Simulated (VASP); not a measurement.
A run of VASP 6.6.1 is set up as follows.

Contents of INCAR:

```
SYSTEM = LiH
PREC = Accurate
ENCUT = 520
EDIFF = 1E-6
ISMEAR = 0
SIGMA = 0.01
LREAL = .FALSE.
LASPH = .TRUE.
NELM = 60
ALGO = Normal
ISIF = 2
LWAVE = .FALSE.
LCHARG = .FALSE.
GGA = PE
NBANDS = 9
```

KPOINTS

```
regular mesh
0
G
  4 4 4
  0 0 0
```

The input POSCAR:

```
LiH
1.0
    0.0000000000      2.1451220117      2.1451220117
    2.1451220117      0.0000000000      2.1451220117
    2.1451220117      2.1451220117      0.0000000000
Li H
1 1
Direct
    0.0000000000      0.0000000000      0.0000000000
    0.2500000000      0.2500000000      0.2500000000
```

Potentials or basis: VASP PAW PBE potentials, release 64 (Li_sv, H).

Launch:

```bash
$ cat potpaw_PBE.64/Li_sv/POTCAR potpaw_PBE.64/H/POTCAR > POTCAR
$ mpirun -np 1 vasp_std > vasp.out
```

**Question.** Predict the band gap on the k mesh.

**Answer.** 4.20 eV, indirect (least direct gap 5.27 eV).

Caveat: the k points lie up to 0.63 Å⁻¹ apart. A k mesh can miss the band edges.
